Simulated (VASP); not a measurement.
Write the native input for VASP 6.6.1 that does the following.

| Property | Result |
| --- | --- |
| Task | single point |
| Functional | r2SCAN |
| Potentials or basis | VASP PAW PBE potentials, release 64 (B, N) |
| Cutoff | 520 eV |
| k mesh | 12 × 12 × 12 |
| Occupations | gaussian, width 0.05 eV |
| Spin | no spin polarisation |
| Dipole correction | no |
| Further INCAR settings | ALGO = Normal; EDIFF = 1e-07; NBANDS = 11 |

BN:

```
B N
1.0
     0.00000    1.81300    1.81300
     1.81300    0.00000    1.81300
     1.81300    1.81300    0.00000
B N
1 1
Cartesian
  0.0000 0.0000 0.0000
  2.7195 2.7820 2.7195
```

This cell differs from its parent crystal: all N atoms moved +0.062 Å, as atom 2 along Cartesian [0 1 0].

The input as run:

POSCAR

```
BN
1.0
    0.0000000000      1.8130010000      1.8130010000
    1.8130010000      0.0000000000      1.8130010000
    1.8130010000      1.8130010000      0.0000000000
B N
1 1
Direct
    0.0000000000      0.0000000000      0.0000000000
    0.7672366149      0.7327633851      0.7672366149
```

INCAR.step1

```
SYSTEM = BN
ALGO = Normal ; EDIFF = 1E-4
ENCUT = 520 ; GGA = PE
ISMEAR = 0 ; LASPH = .TRUE.
LCHARG = .FALSE. ; LREAL = .FALSE.
LWAVE = .TRUE. ; NBANDS = 11
NELM = 80 ; PREC = Accurate
SIGMA = 0.05
```

INCAR.step2

```
SYSTEM = BN
ALGO = Normal ; EDIFF = 1E-7
ENCUT = 520 ; ISIF = 2
ISMEAR = 0 ; ISTART = 1
LASPH = .TRUE. ; LCHARG = .TRUE.
LELF = .TRUE. ; LMIXTAU = .TRUE.
LREAL = .FALSE. ; LVHAR = .TRUE.
LWAVE = .FALSE. ; METAGGA = R2SCAN
NBANDS = 11 ; NELM = 80
PREC = Accurate ; SIGMA = 0.05
```

KPOINTS

```
k-points
0
G
  12 12 12
  0 0 0
```

Potentials or basis: VASP PAW PBE potentials, release 64 (B, N).

Run with:

```bash
$ cat potpaw_PBE.64/B/POTCAR potpaw_PBE.64/N/POTCAR > POTCAR
$ cp INCAR.step1 INCAR
$ mpirun -np 1 vasp_std > vasp.out
$ cp INCAR.step2 INCAR
$ mpirun -np 1 vasp_std > vasp.out
```

Results of the run:

```
Pressure               : -3.0 GPa
Largest force          : 1.468 eV/Å
Band gap on the k mesh : 4.39 eV (least direct gap 8.59 eV)
```

Caveat: the cell differs from its parent crystal (all N atoms moved +0.062 Å, as atom 2 along Cartesian [0 1 0]); the PAW data sets were made with another functional, which shifts forces and pressure a little.

Run time: 2.5 min on 1 thread of Intel Xeon 8259CL (shared host), peak memory 0.15 GiB.
